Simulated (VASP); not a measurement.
Write the native input for VASP 6.6.1 that does the following.

```yaml
Task: single point
Functional: r2SCAN
Potentials_or_basis: VASP PAW PBE potentials, release 64 (In_d, As)
Cutoff: 520 eV
k_mesh: 14 × 14 × 14
Occupations: gaussian, width 0.15 eV
Spin: no spin polarisation
Dipole_correction: no
Further_INCAR_settings: ALGO = Normal; EDIFF = 1e-06; NBANDS = 16
```

The system is InAs.

```
CELL_PARAMETERS angstrom
0.08992 2.87730 2.87730
2.96722 0.00000 2.96722
2.87730 2.87730 0.08992
ATOMIC_POSITIONS crystal
In 0.50000 0.50000 0.50000
As 0.00000 0.00000 0.00000
```

This cell differs from its parent crystal: strain +0.0625 x Voigt [0, 0, 0, 0, 1, 0].

One way to write it, as run:

POSCAR

```
InAs
1.0
    0.0899157500      2.8773040000      2.8773040000
    2.9672197500      0.0000000000      2.9672197500
    2.8773040000      2.8773040000      0.0899157500
In As
1 1
Direct
    0.5000000000      0.5000000000      0.5000000000
    0.0000000000      0.0000000000      0.0000000000
```

INCAR.step1

```
  PREC = Accurate
  ENCUT = 520
  ISMEAR = 0
  SIGMA = 0.15
  LREAL = F
  LASPH = T
  NELM = 80
  NBANDS = 16
  GGA = PE
  ALGO = Normal
  EDIFF = 1E-4
  LWAVE = T
  LCHARG = F
```

INCAR.step2

```
  PREC = Accurate
  ENCUT = 520
  EDIFF = 1E-6
  ISMEAR = 0
  SIGMA = 0.15
  LREAL = F
  LASPH = T
  NELM = 80
  ALGO = Normal
  ISIF = 2
  LWAVE = F
  LCHARG = F
  METAGGA = R2SCAN
  LMIXTAU = T
  NBANDS = 16
  ISTART = 1
```

KPOINTS

```
Automatic mesh
0
Gamma
  14 14 14
```

Potentials or basis: VASP PAW PBE potentials, release 64 (In_d, As).

Run with:

```bash
$ cat potpaw_PBE.64/In_d/POTCAR potpaw_PBE.64/As/POTCAR > POTCAR
$ cp INCAR.step1 INCAR
$ mpirun -np 1 vasp_std > vasp.out
$ cp INCAR.step2 INCAR
$ mpirun -np 1 vasp_std > vasp.out
```

It gave:

```json
{
  "Pressure": "-2.2 GPa",
  "Band gap on the k mesh": "zero (band 9 reaches 6.34 eV, above the bottom of band 10 at 3.45 eV)"
}
```

Caveat: the cell differs from its parent crystal (strain +0.0625 x Voigt [0, 0, 0, 0, 1, 0]); the PAW data sets were made with another functional, which shifts forces and pressure a little; spin-orbit coupling is left out, which moves the levels of the heavy elements.

Run time: 18 min on 1 thread of Intel(R) Xeon(R) Platinum 8259CL CPU @ 2.50GHz (Skylake/Cascade Lake), with other jobs on the host, peak memory 0.45 GiB.
